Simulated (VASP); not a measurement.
Wanted: the native input for a VASP 6.6.1 run.

* Task: single point
* Functional: r2SCAN
* Potentials or basis: VASP PAW PBE potentials, release 64 (Pb_d, S)
* Cutoff: 520 eV
* k mesh: 9 × 9 × 9
* Occupations: gaussian, width 0.05 eV
* Spin: no spin polarisation
* Dipole correction: no
* Further INCAR settings: ALGO = Normal; EDIFF = 1e-06; NBANDS = 17

Crystal: PbS.

```
CELL_PARAMETERS angstrom
2.21055 1.27626 3.72693
-2.21055 1.27626 3.72693
0.00000 -2.55252 3.72693
ATOMIC_POSITIONS crystal
Pb 0.97815 0.97815 0.97815
S 0.47745 0.47745 0.47745
```

One way to write it, as run:

POSCAR

```
PbS
1.0
    2.2105500000      1.2762616375      3.7269333333
   -2.2105500000      1.2762616375      3.7269333333
    0.0000000000     -2.5525232751      3.7269333333
Pb S
1 1
Direct
    0.9781509158      0.9781509158      0.9781509158
    0.4774504142      0.4774504142      0.4774504142
```

INCAR.step1

```
SYSTEM = PbS
PREC     = Accurate       ! precision mode
ENCUT    = 520            ! plane-wave cutoff, eV
ISMEAR   = 0              ! smearing method
SIGMA    = 0.05           ! smearing width, eV
LREAL    = .FALSE.        ! projectors in reciprocal space
LASPH    = .TRUE.         ! aspherical terms in the spheres
NELM     = 80             ! most SCF steps
NBANDS   = 17             ! bands
GGA      = PE             ! functional
ALGO     = Normal         ! electronic algorithm
EDIFF    = 1E-4           ! SCF threshold, eV
LWAVE    = .TRUE.         ! write WAVECAR
LCHARG   = .FALSE.        ! write CHGCAR
```

INCAR.step2

```
SYSTEM = PbS
PREC     = Accurate       ! precision mode
ENCUT    = 520            ! plane-wave cutoff, eV
EDIFF    = 1E-6           ! SCF threshold, eV
ISMEAR   = 0              ! smearing method
SIGMA    = 0.05           ! smearing width, eV
LREAL    = .FALSE.        ! projectors in reciprocal space
LASPH    = .TRUE.         ! aspherical terms in the spheres
NELM     = 80             ! most SCF steps
ALGO     = Normal         ! electronic algorithm
ISIF     = 2              ! what is computed and relaxed
LWAVE    = .FALSE.        ! write WAVECAR
LCHARG   = .FALSE.        ! write CHGCAR
METAGGA  = R2SCAN         ! meta-GGA
LMIXTAU  = .TRUE.       
NBANDS   = 17             ! bands
ISTART   = 1
```

KPOINTS

```
Automatic mesh
0
G
  9 9 9
  0 0 0
```

Potentials or basis: VASP PAW PBE potentials, release 64 (Pb_d, S).

The run is started by

```bash
$ cat potpaw_PBE.64/Pb_d/POTCAR potpaw_PBE.64/S/POTCAR > POTCAR
$ cp INCAR.step1 INCAR
$ mpirun -np 1 vasp_std > vasp.out
$ cp INCAR.step2 INCAR
$ mpirun -np 1 vasp_std > vasp.out
```

Results of the run:

* Pressure: -6.8 GPa
* Largest force: 0.011 eV/Å

Caveat: the PAW data sets were made with another functional, which shifts forces and pressure a little.

Wall time 4.7 min on 1 thread of Intel(R) Xeon(R) Platinum 8488C (Sapphire Rapids), with other jobs on the host, peak memory 0.27 GiB.
